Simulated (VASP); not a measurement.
# PbO2 (P4_2/mnm) in VASP: a series of runs

The runs below take PbO2 through single point, with PBEsol.

All numbers are computed with VASP 6.6.1; they aren't measurements. Logs are shortened: lines on timing, memory, paths and dates and some standing lists are left out, and cuts for length are marked.

### Step 1. The cell of the first run

Symmetry: P4_2/mnm, No. 136, tetragonal system. The conventional cell has a = 4.872 Å, b = 4.872 Å, c = 3.398 Å, α = 90.00°, β = 90.00°, γ = 90.00°. Within 2.8 Å of Pb (site symmetry mmm) lie 6 O at 2.12 to 2.16 Å. Within 2.8 Å of O (site symmetry m2m) lie 3 Pb at 2.12 to 2.16 Å and 1 O at 2.66 Å.

### Step 2. Single point, PBEsol

File INCAR:

```
  ALGO = Normal
  EDIFF = 1E-6
  ENCUT = 520
  GGA = PS
  ISIF = 2
  ISMEAR = 0
  LASPH = True
  LCHARG = False
  LREAL = False
  LWAVE = False
  NBANDS = 35
  NELM = 80
  PREC = Accurate
  SIGMA = 0.1
```

File KPOINTS:

```
k-points
0
Gamma
  8 8 10
```

File POSCAR:

```
PbO2
1.0
    4.8716244490      0.0000000000      0.0000000000
    0.0000000000      4.8716244490      0.0000000000
    0.0000000000      0.0000000000      3.3984352610
Pb O
2 4
Direct
    0.0000000000      0.0000000000      0.0000000000
    0.5000000000      0.5000000000      0.5000000000
    0.3070932145      0.3070932145      0.0000000000
    0.1929067855      0.8070932145      0.5000000000
    0.6929067855      0.6929067855      0.0000000000
    0.8070932145      0.1929067855      0.5000000000
```

Potentials or basis: VASP PAW PBE potentials, release 64 (Pb_d, O).

Launch:

```bash
$ cat potpaw_PBE.64/Pb_d/POTCAR potpaw_PBE.64/O/POTCAR > POTCAR
$ mpirun -np 1 vasp_std > vasp.out
```

OUTCAR:

```text
EDIFF = 1E-6
   ENCUT = 520
   GGA = PS
   ISIF = 2
   ISMEAR = 0
   LASPH = True
   LREAL = False
   NELM = 80
   PREC = Accurate

 ion  position               nearest neighbor table
   1  0.000  0.000  0.000-   3 2.12   5 2.12   4 2.16   6 2.16   4 2.16   6 2.16   2 3.84   2 3.84
                             2 3.84   2 3.84   2 3.84   2 3.84   2 3.84   2 3.84
   2  0.500  0.500  0.500-   4 2.12   6 2.12   5 2.16   3 2.16   3 2.16   5 2.16   1 3.84   1 3.84
                             1 3.84   1 3.84   1 3.84   1 3.84   1 3.84   1 3.84
   3  0.307  0.307  0.000-   1 2.12   2 2.16   2 2.16
   4  0.193  0.807  0.500-   2 2.12   1 2.16   1 2.16
   5  0.693  0.693  0.000-   1 2.12   2 2.16   2 2.16
   6  0.807  0.193  0.500-   2 2.12   1 2.16   1 2.16

  LATTYP: Found a simple tetragonal cell.
 ALAT       =     4.8716244490
 C/A-ratio  =     0.6975979566

  Lattice vectors:

 A1 = (   4.8716244490,   0.0000000000,   0.0000000000)
 A2 = (   0.0000000000,   4.8716244490,   0.0000000000)
 A3 = (   0.0000000000,   0.0000000000,   3.3984352610)

Analysis of symmetry for initial positions (statically):
=====================================================================
 Subroutine PRICEL returns:
 Original cell was already a primitive cell.

 Routine SETGRP: Setting up the symmetry group for a
 simple tetragonal supercell.

 Subroutine GETGRP returns: Found 16 space group operations
 (whereof  8 operations were pure point group operations)
 out of a pool of 16 trial point group operations.

The static configuration has the point symmetry D_2h.
 The point group associated with its full space group is D_4h.

Analysis of symmetry for dynamics (positions and initial velocities):
=====================================================================
 Subroutine PRICEL returns:
 Original cell was already a primitive cell.

 Routine SETGRP: Setting up the symmetry group for a
 simple tetragonal supercell.

 Subroutine GETGRP returns: Found 16 space group operations
 (whereof  8 operations were pure point group operations)
 out of a pool of 16 trial point group operations.

The dynamic configuration has the point symmetry D_2h.
 The point group associated with its full space group is D_4h.

 Subroutine INISYM returns: Found 16 space group operations
 (whereof  8 operations are pure point group operations),
 and found     1 'primitive' translations

----------------------------------------------------------------------------------------

                                     Primitive cell

  volume of cell :      80.6541

  direct lattice vectors                    reciprocal lattice vectors
     4.871624449  0.000000000  0.000000000     0.205270339  0.000000000  0.000000000
     0.000000000  4.871624449  0.000000000     0.000000000  0.205270339  0.000000000
     0.000000000  0.000000000  3.398435261     0.000000000  0.000000000  0.294253067

  length of vectors
     4.871624449  4.871624449  3.398435261     0.205270339  0.205270339  0.294253067

  position of ions in fractional coordinates (direct lattice)
     0.000000000  0.000000000  0.000000000
     0.500000000  0.500000000  0.500000000
     0.307093214  0.307093214  0.000000000
     0.192906785  0.807093214  0.500000000
     0.692906785  0.692906785  0.000000000
     0.807093214  0.192906785  0.500000000

  ion indices of the primitive-cell ions
   primitive index   ion index
                 1           1
                 2           2
                 3           3
                 4           4
                 5           5
                 6           6

----------------------------------------------------------------------------------------

 KPOINTS: k-points

Automatic generation of k-mesh.
 Grid dimensions read from file:
 generate k-points for:    8    8   10

 Generating k-lattice:

  Cartesian coordinates                     Fractional coordinates (reciprocal lattice)
     0.025658792  0.000000000  0.000000000     0.125000000  0.000000000  0.000000000
     0.000000000  0.025658792  0.000000000     0.000000000  0.125000000  0.000000000
     0.000000000  0.000000000  0.029425307     0.000000000  0.000000000  0.100000000

  Length of vectors
     0.025658792  0.025658792  0.029425307

  Shift w.r.t. Gamma in fractional coordinates (k-lattice)
     0.000000000  0.000000000  0.000000000

 Subroutine IBZKPT returns following result:
 ===========================================

 Found     90 irreducible k-points:

 Following reciprocal coordinates:
            Coordinates               Weight
  0.000000  0.000000  0.000000      1.000000
  0.125000  0.000000  0.000000      4.000000
  0.250000  0.000000  0.000000      4.000000
  0.375000  0.000000  0.000000      4.000000
  0.500000  0.000000  0.000000      2.000000
  0.125000  0.125000  0.000000      4.000000
[... 16 lines left out ...]
  0.375000  0.125000  0.100000     16.000000
  0.500000  0.125000  0.100000      8.000000
 [... further k-points ...]
   k-points           NKPTS =     90   k-points in BZ     NKDIM =     90   number of bands    NBANDS=     35
   number of dos      NEDOS =    301   number of ions     NIONS =      6
   total plane-waves  NPLWV =  36288
   dimension x,y,z NGX =    36 NGY =   36 NGZ =   28
   dimension x,y,z NGXF=    72 NGYF=   72 NGZF=   56
   ions per type =               2   4
   NGX,Y,Z   is equivalent  to a cutoff of  12.29, 12.29, 13.70 a.u.
   NGXF,Y,Z  is equivalent  to a cutoff of  24.57, 24.57, 27.39 a.u.
 SYSTEM =  unknown system
   PREC   = accura    normal or accurate (medium, high low for compatibility)
   ISTART =      0    job   : 0-new  1-cont  2-samecut
   ICHARG =      2    charge: 1-file 2-atom 10-const
   ISPIN  =      1    spin polarized calculation?
   LNONCOLLINEAR =      F non collinear calculations
   LSORBIT =      F    spin-orbit coupling
   LASPH  =      T    aspherical Exc in radial PAW
   ENCUT  =  520.0 eV  38.22 Ry    6.18 a.u.   9.06  9.06  6.32*2*pi/ulx,y,z
   NELM   =     80;   NELMIN=  2; NELMDL= -5     # of ELM steps
   EDIFF  = 0.1E-05   stopping-criterion for ELM
   LREAL  =      F    real-space projection
   EDIFFG = 0.1E-04   stopping-criterion for IOM
   NSW    =      0    number of steps for IOM
   IBRION =     -1    ionic relax: 0-MD 1-quasi-New 2-CG
   NFREE  =      0    steps in history (QN), initial steepest desc. (CG)
   ISIF   =      2    stress and relaxation
   ISYM   =      2    0-nonsym 1-usesym 2-fastsym
   POTIM  = 0.5000    time-step for ionic-motion
   TEBEG  =    0.0;   TEEND  =   0.0 temperature during run
   PSTRESS=    0.0 pullay stress
   NELECT =      52.0000    total number of electrons
   NUPDOWN=      -1.0000    fix difference up-down
   EMIN   =  10.00;   EMAX   =-10.00  energy-range for DOS
   EFERMI =   0.00;   METHOD = LEGACY
   ISMEAR =     0;   SIGMA  =   0.10  broadening in eV -4-tet -1-fermi 0-gaus
   EFERMI_NEDOS =   21; number of points for ismear=-14 and -15
   IALGO  =     38    algorithm
   IMIX   =      4    mixing-type and parameters
     AMIX     =   0.40;   BMIX     =  1.00
     AMIX_MAG =   1.60;   BMIX_MAG =  1.00
  volume/ion in A,a.u.               =      13.44        90.71
  Fermi-wavevector in a.u.,A,eV,Ry     =   1.414275  2.672591 27.214001  2.000173
  Thomas-Fermi vector in A             =   2.535834
   LORBIT       =      0    0 simple, 1 ext, 2 COOP (PROOUT), +10 PAW based schemes
   GGA     = PS    functional components
   LHFCALC =     F    Hartree Fock is set to
   AEXX    =    0.0000 exact exchange contribution
   IVDW    =     0    specifies the selected vdW correction
   LEPSILON=     F    determine dielectric tensor
   LRPA    =     F    only Hartree local field effects (RPA)
 non-spin polarized calculation
 Gauss-broadening in eV      SIGMA  =   0.10
  energy-cutoff  :      520.00
  volume of cell :       80.65
 maximum number of plane-waves:      2200
   NGX = 19   NGY = 19   NGZ = 13

 number of electron      51.9999983 magnetization

 Free energy of the ion-electron system (eV)
  ---------------------------------------------------
  ext. energy  EPLUGINS =         0.00000000
  ---------------------------------------------------
  free energy    TOTEN  =       -33.94637409 eV

  energy without entropy =      -33.94469099  energy(sigma->0) =      -33.94553254

 E-fermi :   4.6755     XC(G=0): -11.1707

 val. band max:        4.6560838210   @ k =   0.1250   0.0000   0.0000
 cond. band min:       4.7118474202   @ k =   0.0000   0.0000   0.0000
 fundamental gap:      0.0557635992
 Fermi energy:         4.6755058054

 k-point     1 :       0.0000    0.0000    0.0000
  band No.  band energies     occupation
      1     -13.9000      2.00000
      2     -13.7042      2.00000
      3     -11.9076      2.00000
      4     -11.9076      2.00000
      5     -10.9064      2.00000
      6     -10.6469      2.00000
[... 27 lines left out ...]
     34      16.2453      0.00000
     35      16.6780      0.00000

 k-point     2 :       0.1250    0.0000    0.0000
  band No.  band energies     occupation
      1     -13.8522      2.00000
      2     -13.6748      2.00000
      3     -12.0929      2.00000
      4     -12.0186      2.00000
      5     -10.7010      2.00000
      6     -10.6103      2.00000
[... 27 lines left out ...]
     34      16.3922      0.00000
     35      16.6627      0.00000

 k-point     3 :       0.2500    0.0000    0.0000
  band No.  band energies     occupation
      1     -13.7154      2.00000
      2     -13.5900      2.00000
      3     -12.4212      2.00000
      4     -12.2887      2.00000
      5     -10.5959      2.00000
      6     -10.5952      2.00000
[... 27 lines left out ...]
     34      16.6628      0.00000
     35      16.7646      0.00000
[... 723 lines left out ...]
 k-point    23 :       0.3750    0.1250    0.1000
  band No.  band energies     occupation
      1     -13.5669      2.00000
      2     -13.3127      2.00000
      3     -12.9056      2.00000
      4     -12.4944      2.00000
      5     -10.6060      2.00000
      6     -10.5560      2.00000
[... 27 lines left out ...]
     34      16.6853      0.00000
     35      16.7518      0.00000

 k-point    24 :       0.5000    0.1250    0.1000
  band No.  band energies     occupation
      1     -13.4075      2.00000
      2     -13.4075      2.00000
      3     -12.7646      2.00000
      4     -12.7646      2.00000
      5     -10.5679      2.00000
      6     -10.5679      2.00000
[... 27 lines left out ...]
     34      16.5051      0.00000
     35      16.8666      0.00000

 [... further k-points ...]

------------------------ aborting loop because EDIFF is reached ----------------------------------------

  FORCE on cell =-STRESS in cart. coord.  units (eV):
  Direction    XX          YY          ZZ          XY          YZ          ZX
  --------------------------------------------------------------------------------------
  -------------------------------------------------------------------------------------
  Total        4.1806515      4.1806515      4.2793307      0.0000000      0.0000000      0.0000000
  in kB       83.0477637     83.0477637     85.0080051      0.0000000      0.0000000      0.0000000
  external PRESSURE =      83.7011775 kB  Pullay stress =       0.0000000 kB

 VOLUME and BASIS-vectors are now :
 -----------------------------------------------------------------------------
  energy-cutoff  :      520.00
  volume of cell :       80.65
      direct lattice vectors                 reciprocal lattice vectors
     4.871624449  0.000000000  0.000000000     0.205270339  0.000000000  0.000000000
     0.000000000  4.871624449  0.000000000     0.000000000  0.205270339  0.000000000
     0.000000000  0.000000000  3.398435261     0.000000000  0.000000000  0.294253067

 POSITION                                       TOTAL-FORCE (eV/Angst)
 -----------------------------------------------------------------------------------
      0.00000      0.00000      0.00000         0.000000      0.000000      0.000000
      2.43581      2.43581      1.69922         0.000000      0.000000      0.000000
      1.49604      1.49604      0.00000        -0.006454     -0.006454      0.000000
      0.93977      3.93186      1.69922         0.006454     -0.006454      0.000000
      3.37558      3.37558      0.00000         0.006454      0.006454     -0.000000
      3.93186      0.93977      1.69922        -0.006454      0.006454     -0.000000
 -----------------------------------------------------------------------------------
    total drift:                                0.000000     -0.000000      0.000000

  FREE ENERGIE OF THE ION-ELECTRON SYSTEM (eV)
  ---------------------------------------------------
  free  energy   TOTEN  =       -33.9463740945 eV

  energy  without entropy=      -33.9446909903  energy(sigma->0) =      -33.94553254
```

Run time: 2 min. Hardware: 1 thread of AMD EPYC 9R45 (Zen 5), shared host; peak memory 0.29 GiB.

What came out:

| Item | Value |
| --- | --- |
| Free energy | -33.9464 eV |
| Pressure | 8.4 GPa |
| Largest force | 0.009 eV/Å |
| Band gap on the k mesh | 0.02 eV (least direct gap 0.09 eV) |

Forces on the atoms (eV/Å):
```
Pb   0.000  0.000  0.000
Pb   0.000  0.000  0.000
O   -0.006 -0.006  0.000
O    0.006 -0.006  0.000
O    0.006  0.006  0.000
O   -0.006  0.006  0.000
```

Levels at points of the mesh, in eV from the valence-band top:
```csv
k point,band 22,band 23,band 24,band 25,band 26,band 27,band 28,band 29,band 30,band 31
"(0.00, 0.00, 0.00)",-0.64,-0.64,-0.61,-0.59,-0.59,0.07,4.54,5.83,5.83,9.71
"(0.50, 0.00, 0.00)",-1.39,-0.65,-0.65,-0.39,-0.39,2.81,2.81,6.46,6.46,10.23
"(0.50, 0.50, 0.00)",-1.74,-0.65,-0.65,-0.48,-0.48,3.19,3.19,6.88,6.88,10.53
"(0.00, 0.00, 0.50)",-2.08,-1.24,-1.24,-0.85,-0.85,4.13,4.13,9.12,9.12,9.67
"(0.50, 0.00, 0.50)",-1.14,-0.86,-0.86,-0.08,-0.08,4.50,4.50,7.62,7.62,10.08
"(0.50, 0.50, 0.50)",-1.74,-0.72,-0.72,-0.55,-0.55,3.13,3.13,8.42,8.42,9.96
```

Caveat: the cell stands under pressure; the smearing spreads over this small gap; the PAW data sets were made with another functional, which shifts forces and pressure a little; spin-orbit coupling is left out, which moves the levels of the heavy elements. A k mesh can miss the band edges.

### Step 3. Single point, PBEsol

This run uses another cell than the first one, of 13.89 Å³/atom.

File INCAR:

```
SYSTEM = PbO2
ALGO = Normal
EDIFF = 1E-7
ENCUT = 520
GGA = PS
ISIF = 2
ISMEAR = 0
LASPH = .TRUE.
LCHARG = .FALSE.
LREAL = .FALSE.
LWAVE = .FALSE.
NBANDS = 35
NELM = 100
PREC = Accurate
SIGMA = 0.1
```

File KPOINTS:

```
k-points
0
G
  8 8 10
  0 0 0
```

File POSCAR:

```
PbO2
1.0
    4.9457144131      0.0000000000      0.0000000000
    0.0000000000      4.9457144131      0.0000000000
    0.0000000000      0.0000000000      3.4062849033
Pb O
2 4
Direct
    0.0000000000      0.0000000000      0.0000000000
    0.5000000000      0.5000000000      0.5000000000
    0.3072981623      0.3072981623      0.0000000000
    0.1927018377      0.8072981623      0.5000000000
    0.6927018377      0.6927018377      0.0000000000
    0.8072981623      0.1927018377      0.5000000000
```

Potentials or basis: VASP PAW PBE potentials, release 64 (Pb_d, O).

Launch:

```bash
$ cat potpaw_PBE.64/Pb_d/POTCAR potpaw_PBE.64/O/POTCAR > POTCAR
$ mpirun -np 1 vasp_std > vasp.out
```

Wall time 2.6 min (1 thread of AMD EPYC 9R45 (Zen 5), shared host); peak memory 0.31 GiB.

Results (log left out):

```yaml
Free_energy: -34.0448 eV
Pressure: 3.3 GPa
Largest_force: 0.008 eV/Å
Band_gap_on_the_k_mesh: 0.01 eV
```

Forces on the atoms (eV/Å):
```
Pb   0.000  0.000  0.000
Pb   0.000  0.000  0.000
O   -0.006 -0.006  0.000
O    0.006 -0.006  0.000
O    0.006  0.006  0.000
O   -0.006  0.006  0.000
```

Stress tensor (GPa, compression positive):
```
3.21 0.00 0.00
0.00 3.21 0.00
0.00 0.00 3.40
```

Levels at points of the mesh, in eV from the valence-band top:
| k point | band 24 | band 25 | band 26 | band 27 | band 28 | band 29 |
| --- | --- | --- | --- | --- | --- | --- |
| (0.00, 0.00, 0.00) | -0.62 | -0.61 | -0.61 | 0.08 | 4.31 | 5.76 |
| (0.50, 0.00, 0.00) | -0.66 | -0.39 | -0.39 | 2.53 | 2.53 | 6.38 |
| (0.50, 0.50, 0.00) | -0.67 | -0.49 | -0.49 | 2.92 | 2.92 | 6.72 |
| (0.00, 0.00, 0.50) | -1.17 | -0.81 | -0.81 | 3.85 | 3.85 | 8.88 |
| (0.50, 0.00, 0.50) | -0.81 | -0.17 | -0.17 | 4.18 | 4.18 | 7.35 |
| (0.50, 0.50, 0.50) | -0.69 | -0.53 | -0.53 | 2.89 | 2.89 | 8.27 |

Caveat: the cell stands under pressure; the smearing spreads over this small gap; the PAW data sets were made with another functional, which shifts forces and pressure a little; spin-orbit coupling is left out, which moves the levels of the heavy elements.

### Step 4. Single point, PBEsol

This run uses another cell than the first one, of 14.20 Å³/atom.

File INCAR:

```
PREC = Accurate
ENCUT = 520
EDIFF = 1E-6
ISMEAR = 0
SIGMA = 0.1
LREAL = F
LASPH = T
NELM = 100
ALGO = Normal
ISIF = 2
LWAVE = F
LCHARG = F
GGA = PS
NBANDS = 35
```

File KPOINTS:

```
Automatic mesh
0
Gamma
  8 8 10
```

File POSCAR:

```
PbO2
1.0
    4.9972607004      0.0000000000      0.0000000000
    0.0000000000      4.9972607004      0.0000000000
    0.0000000000      0.0000000000      3.4115569378
Pb O
2 4
Direct
    0.0000000000      0.0000000000      0.0000000000
    0.5000000000      0.5000000000      0.5000000000
    0.3076225152      0.3076225152      0.0000000000
    0.1923774848      0.8076225152      0.5000000000
    0.6923774848      0.6923774848      0.0000000000
    0.8076225152      0.1923774848      0.5000000000
```

Launch:

```bash
$ cat potpaw_PBE.64/Pb_d/POTCAR potpaw_PBE.64/O/POTCAR > POTCAR
$ mpirun -np 1 vasp_std > vasp.out
```

Wall time 2.4 min (1 thread of AMD EPYC 9R45 (Zen 5), shared host); peak memory 0.31 GiB.

It converged, with:

```yaml
Free_energy: -34.0672 eV
Pressure: 0.3 GPa
Largest_force: 0.010 eV/Å
Band_gap_on_the_k_mesh: 0.05 eV (least direct gap 0.08 eV)
```

Forces on the atoms (eV/Å):
```
Pb   0.000  0.000  0.000
Pb   0.000  0.000  0.000
O   -0.007 -0.007  0.000
O    0.007 -0.007  0.000
O    0.007  0.007  0.000
O   -0.007  0.007  0.000
```

Stress tensor (GPa, compression positive):
```
0.20 0.00 0.00
0.00 0.20 0.00
0.00 0.00 0.36
```

Levels at points of the mesh, in eV from the valence-band top:
| k point | band 22 | band 23 | band 24 | band 25 | band 26 | band 27 | band 28 | band 29 | band 30 | band 31 |
| --- | --- | --- | --- | --- | --- | --- | --- | --- | --- | --- |
| (0.00, 0.00, 0.00) | -0.65 | -0.59 | -0.59 | -0.57 | -0.57 | 0.11 | 4.18 | 5.75 | 5.75 | 9.50 |
| (0.50, 0.00, 0.00) | -1.31 | -0.63 | -0.63 | -0.36 | -0.36 | 2.37 | 2.37 | 6.36 | 6.36 | 9.66 |
| (0.50, 0.50, 0.00) | -1.56 | -0.65 | -0.65 | -0.45 | -0.45 | 2.78 | 2.78 | 6.65 | 6.65 | 9.99 |
| (0.00, 0.00, 0.50) | -2.00 | -1.09 | -1.09 | -0.76 | -0.76 | 3.70 | 3.70 | 8.75 | 8.75 | 9.55 |
| (0.50, 0.00, 0.50) | -1.05 | -0.75 | -0.75 | -0.19 | -0.19 | 4.01 | 4.01 | 7.19 | 7.19 | 9.83 |
| (0.50, 0.50, 0.50) | -1.88 | -0.65 | -0.65 | -0.49 | -0.49 | 2.77 | 2.77 | 8.19 | 8.19 | 9.69 |

Caveat: the smearing spreads over this small gap; the PAW data sets were made with another functional, which shifts forces and pressure a little; spin-orbit coupling is left out, which moves the levels of the heavy elements. A k mesh can miss the band edges.

### Step 5. Overview

| cell | gap on the mesh (eV) | pressure (GPa) | largest force (eV/Å) |
| --- | --- | --- | --- |
| a = 4.872, b = 4.872, c = 3.398 Å, 6 atoms, atomic positions A | 0.02 | 8.4 | 0.01 |
| a = 4.946, b = 4.946, c = 3.406 Å, 6 atoms, atomic positions B | 0.01 | 3.3 | 0.01 |
| a = 4.997, b = 4.997, c = 3.412 Å, 6 atoms, atomic positions C | 0.05 | 0.3 | 0.01 |

Alike in all rows: task single point; level PBEsol; potentials or basis VASP PAW PBE potentials, release 64 (Pb_d, O); no spin polarisation; k mesh 8 × 8 × 10; cutoff (eV) 520; smearing gaussian 0.1 eV.

Caveats: the smearing spreads over this small gap; the PAW data sets were made with another functional, which shifts forces and pressure a little; spin-orbit coupling is left out, which moves the levels of the heavy elements; the cell stands under pressure (at least some runs).

Absolute energies hang on the potentials; compare differences alone.

The gap in the log of VASP goes by the Fermi energy; the results here count the filled bands.